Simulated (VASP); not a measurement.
# C (P6_3/mmc) in VASP: a series of runs, part 2 of 2

VASP 6.6.1. The steps go on from the part before.

## (3) Single point, r2SCAN+D3(BJ)

The COD entry that gives the cell may itself be a prediction, so a difference from it is no test against experiment.

This run uses another cell than the first one, of 5.67 Å³/atom, 1.020 times its volume.

POSCAR reads:

```
C
1.0
    2.5221000000      0.0000000000      0.0000000000
   -1.2610500000      2.1842026709      0.0000000000
    0.0000000000      0.0000000000      8.2371000000
C
8
Direct
    0.6666666667      0.3333333333      0.8437500000
    0.3333333333      0.6666666667      0.3437500000
    0.6666666667      0.3333333333      0.6562500000
    0.3333333333      0.6666666667      0.1562500000
    0.0000000000      0.0000000000      0.9062500000
    0.0000000000      0.0000000000      0.4062500000
    0.0000000000      0.0000000000      0.5937500000
    0.0000000000      0.0000000000      0.0937500000
```

INCAR.step1 reads:

```
SYSTEM = C
ALGO = Normal ; EDIFF = 1E-4
ENCUT = 520 ; GGA = PE
ISMEAR = -1 ; LASPH = .TRUE.
LCHARG = .FALSE. ; LREAL = .FALSE.
LWAVE = .TRUE. ; NBANDS = 26
NELM = 80 ; PREC = Accurate
SIGMA = 0.05
```

INCAR.step2 reads:

```
SYSTEM = C
ALGO = Normal ; EDIFF = 1E-6
ENCUT = 520 ; ISIF = 2
ISMEAR = -1 ; ISTART = 1
IVDW = 12 ; LASPH = .TRUE.
LCHARG = .FALSE. ; LMIXTAU = .TRUE.
LREAL = .FALSE. ; LWAVE = .FALSE.
METAGGA = R2SCAN ; NBANDS = 26
NELM = 80 ; PREC = Accurate
SIGMA = 0.05 ; VDW_A1 = 0.49484001
VDW_A2 = 5.73083694 ; VDW_S6 = 1.0
VDW_S8 = 0.78981345
```

KPOINTS reads:

```
k-points
0
G
  12 12 4
  0 0 0
```

Potentials or basis: VASP PAW PBE potentials, release 64 (C).

The run is started by

```bash
$ cat potpaw_PBE.64/C/POTCAR > POTCAR
$ cp INCAR.step1 INCAR
$ mpirun -np 1 vasp_std > vasp.out
$ cp INCAR.step2 INCAR
$ mpirun -np 1 vasp_std > vasp.out
```

OUTCAR:

```text
SYSTEM = C
   EDIFF = 1E-6
   ENCUT = 520
   ISIF = 2
   ISMEAR = -1
   ISTART = 1
   IVDW = 12
   LASPH = .TRUE.
   LREAL = .FALSE.
   METAGGA = R2SCAN
   NELM = 80
   PREC = Accurate
 IVDW          = 12

 ion  position               nearest neighbor table
   1  0.667  0.333  0.844-   3 1.54   5 1.54   5 1.54   5 1.54
   2  0.333  0.667  0.344-   4 1.54   6 1.54   6 1.54   6 1.54
   3  0.667  0.333  0.656-   1 1.54   7 1.54   7 1.54   7 1.54
   4  0.333  0.667  0.156-   2 1.54   8 1.54   8 1.54   8 1.54
   5  0.000  0.000  0.906-   8 1.54   1 1.54   1 1.54   1 1.54
   6  0.000  0.000  0.406-   7 1.54   2 1.54   2 1.54   2 1.54
   7  0.000  0.000  0.594-   6 1.54   3 1.54   3 1.54   3 1.54
   8  0.000  0.000  0.094-   5 1.54   4 1.54   4 1.54   4 1.54

  LATTYP: Found a hexagonal cell.
 ALAT       =     2.5221000000
 C/A-ratio  =     3.2659688355

  Lattice vectors:

 A1 = (   2.5221000000,   0.0000000000,   0.0000000000)
 A2 = (  -1.2610500000,   2.1842026709,   0.0000000000)
 A3 = (   0.0000000000,   0.0000000000,   8.2371000000)

Analysis of symmetry for initial positions (statically):
=====================================================================
 Subroutine PRICEL returns:
[... 196 lines left out ...]
      3     -11.1744      2.00000
      4      -7.0123      2.00000
      5      -4.3473      2.00000
      6       2.6993      2.00000
[... 685 lines left out ...]
     25      20.8677      0.00000
     26      22.8578      0.00000

 [... further k-points ...]

------------------------ aborting loop because EDIFF is reached ----------------------------------------

 Edisp (eV)   -0.71980

 E8    (eV) :    -0.1496

  FORCE on cell =-STRESS in cart. coord.  units (eV):
  Direction    XX          YY          ZZ          XY          YZ          ZX
  --------------------------------------------------------------------------------------
  -------------------------------------------------------------------------------------
  Total      -2.20226    -2.20226     1.51612     0.00000    -0.00000     0.00000
  in kB     -77.75873   -77.75873    53.53218     0.00000    -0.00000     0.00000
  external pressure =      -34.00 kB  Pullay stress =        0.00 kB

 VOLUME and BASIS-vectors are now :
 -----------------------------------------------------------------------------
  energy-cutoff  :      520.00
  volume of cell :       45.38
      direct lattice vectors                 reciprocal lattice vectors
     2.522100000  0.000000000  0.000000000     0.396494984  0.228916486  0.000000000
    -1.261050000  2.184202671  0.000000000     0.000000000  0.457832972  0.000000000
     0.000000000  0.000000000  8.237100000     0.000000000  0.000000000  0.121401950

 POSITION                                       TOTAL-FORCE (eV/Angst)
 -----------------------------------------------------------------------------------
      1.26105      0.72807      6.95005        -0.000000      0.000000      0.331116
     -0.00000      1.45614      2.83150         0.000000     -0.000000      0.331116
      1.26105      0.72807      5.40560        -0.000000      0.000000     -0.331116
     -0.00000      1.45614      1.28705         0.000000     -0.000000     -0.331116
      0.00000      0.00000      7.46487         0.000000      0.000000      0.360735
      0.00000      0.00000      3.34632         0.000000     -0.000000      0.360735
      0.00000      0.00000      4.89078         0.000000      0.000000     -0.360735
      0.00000      0.00000      0.77223         0.000000     -0.000000     -0.360735
 -----------------------------------------------------------------------------------
    total drift:                               -0.000000      0.000000      0.000000

  FREE ENERGIE OF THE ION-ELECTRON SYSTEM (eV)
  ---------------------------------------------------
  free  energy   TOTEN  =       -79.2446237559 eV

  energy  without entropy=      -79.2446237559  energy(sigma->0) =      -79.24462376
```

OUTCAR.step1:

```text
SYSTEM = C
   EDIFF = 1E-4
   ENCUT = 520
   GGA = PE
   ISMEAR = -1
   LASPH = .TRUE.
[... 943 lines left out ...]
      0.00000      0.00000      3.34632        -0.000000      0.000000      0.328311
      0.00000      0.00000      4.89078         0.000000      0.000000     -0.328311
      0.00000      0.00000      0.77223        -0.000000      0.000000     -0.328311
 -----------------------------------------------------------------------------------
    total drift:                               -0.000000     -0.000000      0.000000

  FREE ENERGIE OF THE ION-ELECTRON SYSTEM (eV)
  ---------------------------------------------------
  free  energy   TOTEN  =       -72.6480540906 eV

  energy  without entropy=      -72.6480540906  energy(sigma->0) =      -72.64805409
```

OSZICAR.step1:

```text
N       E                     dE             d eps       ncg     rms          rms(c)
DAV:   1     0.612226268105E+02    0.61223E+02   -0.16579E+04  2964   0.120E+03
DAV:   2    -0.703668528727E+02   -0.13159E+03   -0.12381E+03  3896   0.227E+02
DAV:   3    -0.751649820641E+02   -0.47981E+01   -0.47612E+01  4062   0.382E+01
DAV:   4    -0.752081104181E+02   -0.43128E-01   -0.43064E-01  3822   0.400E+00
DAV:   5    -0.752088426693E+02   -0.73225E-03   -0.73182E-03  3994   0.481E-01    0.111E+01
DAV:   6    -0.732890491988E+02    0.19198E+01   -0.12399E+00  3460   0.596E+00    0.662E+00
DAV:   7    -0.726443263202E+02    0.64472E+00   -0.15129E+00  3562   0.680E+00    0.141E+00
DAV:   8    -0.726478097247E+02   -0.34834E-02   -0.35818E-02  3816   0.102E+00    0.759E-02
DAV:   9    -0.726479780322E+02   -0.16831E-03   -0.46040E-04  3802   0.138E-01    0.327E-02
DAV:  10    -0.726480540906E+02   -0.76058E-04   -0.66972E-05  2704   0.581E-02
   1 F= -.72648054E+02 E0= -.72648054E+02  d E =-.639658E-10
```

It took 6.3 min on 1 thread of AMD EPYC 7R13, shared host; peak memory 0.17 GiB.

Results:

* Free energy: -79.2446 eV
* Pressure: -3.4 GPa
* Largest force: 0.361 eV/Å
* Band gap on the k mesh: 4.62 eV, indirect (least direct gap 5.41 eV)
* Dispersion energy per atom: -0.090 eV

Forces on the atoms (eV/Å):
```
C    0.000  0.000  0.331
C    0.000  0.000  0.331
C    0.000  0.000 -0.331
C    0.000  0.000 -0.331
C    0.000  0.000  0.361
C    0.000  0.000  0.361
C    0.000  0.000 -0.361
C    0.000  0.000 -0.361
```

Levels at points of the mesh, in eV from the valence-band top:
```
           k point  band 12  band 13  band 14  band 15  band 16  band 17  band 18  band 19  band 20  band 21
(0.00, 0.00, 0.00)    -1.85    -1.85    -0.23     0.00     0.00     5.40     5.40     5.96     7.34     7.34
(0.50, 0.00, 0.00)    -5.32    -5.30    -4.83    -3.92    -3.12     4.68     5.83     6.17     6.31     7.25
(0.00, 0.00, 0.50)    -2.72    -0.72    -0.72    -0.72    -0.72     6.25     6.25     6.25     6.25     7.04
(0.50, 0.00, 0.50)    -6.41    -5.00    -5.00    -3.88    -3.88     5.05     5.05     7.48     7.48     7.92
```

Caveat: the PAW data sets were made with another functional, which shifts forces and pressure a little. A k mesh can miss the band edges.

## (4) Single point, r2SCAN+D3(BJ)

This run uses another cell than the first one, of 5.79 Å³/atom, 1.041 times its volume.

Edit POSCAR of step 3 so:

```diff
@@ -2,5 +2,5 @@
 1.0
-    2.5221000000      0.0000000000      0.0000000000
-   -1.2610500000      2.1842026709      0.0000000000
-    0.0000000000      0.0000000000      8.2371000000
+    2.5388031358      0.0000000000      0.0000000000
+   -1.2694015679      2.1986680108      0.0000000000
+    0.0000000000      0.0000000000      8.2916519209
 C
```

INCAR.step1 reads:

```
SYSTEM = C
PREC = Accurate
ENCUT = 520
ISMEAR = -1
SIGMA = 0.05
LREAL = .FALSE.
LASPH = .TRUE.
NELM = 100
NBANDS = 26
GGA = PE
ALGO = Normal
EDIFF = 1E-4
LWAVE = .TRUE.
LCHARG = .FALSE.
```

INCAR.step2 reads:

```
SYSTEM = C
PREC = Accurate
ENCUT = 520
EDIFF = 1E-6
ISMEAR = -1
SIGMA = 0.05
LREAL = .FALSE.
LASPH = .TRUE.
NELM = 100
ALGO = Normal
ISIF = 2
LWAVE = .FALSE.
LCHARG = .TRUE.
METAGGA = R2SCAN
LMIXTAU = .TRUE.
IVDW = 12
VDW_S6 = 1.0
VDW_S8 = 0.78981345
VDW_A1 = 0.49484001
VDW_A2 = 5.73083694
LELF = .TRUE.
LVHAR = .TRUE.
NBANDS = 26
ISTART = 1
```

KPOINTS reads:

```
Automatic mesh
0
G
  12 12 4
  0 0 0
```

The run is started by

```bash
$ cat potpaw_PBE.64/C/POTCAR > POTCAR
$ cp INCAR.step1 INCAR
$ mpirun -np 1 vasp_std > vasp.out
$ cp INCAR.step2 INCAR
$ mpirun -np 1 vasp_std > vasp.out
```

Wall time 5.4 min (1 thread of AMD EPYC 7R13, shared host); peak memory 0.17 GiB.

It converged, with:

```
Free energy                : -79.2028 eV
Pressure                   : -11.9 GPa
Largest force              : 0.348 eV/Å
Band gap on the k mesh     : 4.57 eV, indirect (least direct gap 5.36 eV)
Dispersion energy per atom : -0.088 eV
```

Forces on the atoms (eV/Å):
```
C    0.000  0.000  0.321
C    0.000  0.000  0.321
C    0.000  0.000 -0.321
C    0.000  0.000 -0.321
C    0.000  0.000  0.348
C    0.000  0.000  0.348
C    0.000  0.000 -0.348
C    0.000  0.000 -0.348
```

Stress tensor (GPa, compression positive):
```
-16.01   0.00   0.00
  0.00 -16.01   0.00
  0.00   0.00  -3.54
```

Levels at points of the mesh, in eV from the valence-band top:
```
           k point  band 13  band 14  band 15  band 16  band 17  band 18  band 19  band 20
(0.00, 0.00, 0.00)    -1.82    -0.23     0.00     0.00     5.36     5.36     5.90     7.27
(0.50, 0.00, 0.00)    -5.20    -4.75    -3.84    -3.06     4.63     5.74     6.12     6.26
(0.00, 0.00, 0.50)    -0.71    -0.71    -0.71    -0.71     6.19     6.19     6.19     6.19
(0.50, 0.00, 0.50)    -4.91    -4.91    -3.81    -3.81     5.00     5.00     7.41     7.41
```

Caveat: the PAW data sets were made with another functional, which shifts forces and pressure a little.

## (5) Single point, r2SCAN+D3(BJ)

This run uses another cell than the first one, of 5.90 Å³/atom, 1.061 times its volume.

Edit POSCAR of step 4 so:

```diff
@@ -2,5 +2,5 @@
 1.0
-    2.5388031358      0.0000000000      0.0000000000
-   -1.2694015679      2.1986680108      0.0000000000
-    0.0000000000      0.0000000000      8.2916519209
+    2.5552893324      0.0000000000      0.0000000000
+   -1.2776446662      2.2129454759      0.0000000000
+    0.0000000000      0.0000000000      8.3454953252
 C
```

INCAR.step1 reads:

```
SYSTEM = C
  PREC = Accurate
  ENCUT = 520
  ISMEAR = -1
  SIGMA = 0.05
  LREAL = .FALSE.
  LASPH = .TRUE.
  NELM = 80
  NBANDS = 26
  GGA = PE
  ALGO = Normal
  EDIFF = 1E-4
  LWAVE = .TRUE.
  LCHARG = .FALSE.
```

INCAR.step2 reads:

```
SYSTEM = C
  PREC = Accurate
  ENCUT = 520
  EDIFF = 1E-6
  ISMEAR = -1
  SIGMA = 0.05
  LREAL = .FALSE.
  LASPH = .TRUE.
  NELM = 80
  ALGO = Normal
  ISIF = 2
  LWAVE = .FALSE.
  LCHARG = .TRUE.
  METAGGA = R2SCAN
  LMIXTAU = .TRUE.
  IVDW = 12
  VDW_S6 = 1.0
  VDW_S8 = 0.78981345
  VDW_A1 = 0.49484001
  VDW_A2 = 5.73083694
  LELF = .TRUE.
  LVHAR = .TRUE.
  NBANDS = 26
  ISTART = 1
```

KPOINTS is that of step 4.

The run is started by

```bash
$ cat potpaw_PBE.64/C/POTCAR > POTCAR
$ cp INCAR.step1 INCAR
$ mpirun -np 1 vasp_std > vasp.out
$ cp INCAR.step2 INCAR
$ mpirun -np 1 vasp_std > vasp.out
```

Run time: 5.3 min. Hardware: 1 thread of AMD EPYC 7R13, shared host; peak memory 0.17 GiB.

The run converged. Its results:

| Quantity | Value |
| --- | --- |
| Free energy | -79.1153 eV |
| Pressure | -19.6 GPa |
| Largest force | 0.335 eV/Å |
| Band gap on the k mesh | 4.52 eV, indirect (least direct gap 5.32 eV) |
| Dispersion energy per atom | -0.086 eV |

Forces on the atoms (eV/Å):
```
C    0.000  0.000  0.311
C    0.000  0.000  0.311
C    0.000  0.000 -0.311
C    0.000  0.000 -0.311
C    0.000  0.000  0.335
C    0.000  0.000  0.335
C    0.000  0.000 -0.335
C    0.000  0.000 -0.335
```

Stress tensor (GPa, compression positive):
```
-23.50   0.00   0.00
  0.00 -23.50   0.00
  0.00   0.00 -11.65
```

Levels at points of the mesh, in eV from the valence-band top:
```tsv
k point	band 14	band 15	band 16	band 17	band 18	band 19
(0.00, 0.00, 0.00)	-0.22	0.00	0.00	5.32	5.32	5.85
(0.50, 0.00, 0.00)	-4.67	-3.77	-3.00	4.58	5.66	6.07
(0.00, 0.00, 0.50)	-0.69	-0.69	-0.69	6.13	6.13	6.13
(0.50, 0.00, 0.50)	-4.82	-3.74	-3.74	4.95	4.95	7.34
```

Caveat: the PAW data sets were made with another functional, which shifts forces and pressure a little. A k mesh can miss the band edges.

## (6) Overview

| cell | gap on the mesh (eV) | pressure (GPa) | largest force (eV/Å) |
| --- | --- | --- | --- |
| a = 2.505, b = 2.505, c = 8.182 Å, angles 90.0, 90.0, 120.0°, 8 atoms | 4.67 | 5.9 | 0.37 |
| a = 2.522, b = 2.522, c = 8.237 Å, angles 90.0, 90.0, 120.0°, 8 atoms | 4.62 | -3.4 | 0.36 |
| a = 2.539, b = 2.539, c = 8.292 Å, angles 90.0, 90.0, 120.0°, 8 atoms | 4.57 | -11.9 | 0.35 |
| a = 2.555, b = 2.555, c = 8.345 Å, angles 90.0, 90.0, 120.0°, 8 atoms | 4.52 | -19.6 | 0.34 |

Alike in all rows: task single point; level r2SCAN+D3(BJ); potentials or basis VASP PAW PBE potentials, release 64 (C); no spin polarisation; k mesh 12 × 12 × 4; cutoff (eV) 520; smearing fermi-dirac 0.05 eV.

Caveats: the PAW data sets were made with another functional, which shifts forces and pressure a little.

Total energies depend on the potentials used, so only differences within one code and one set of settings carry meaning.
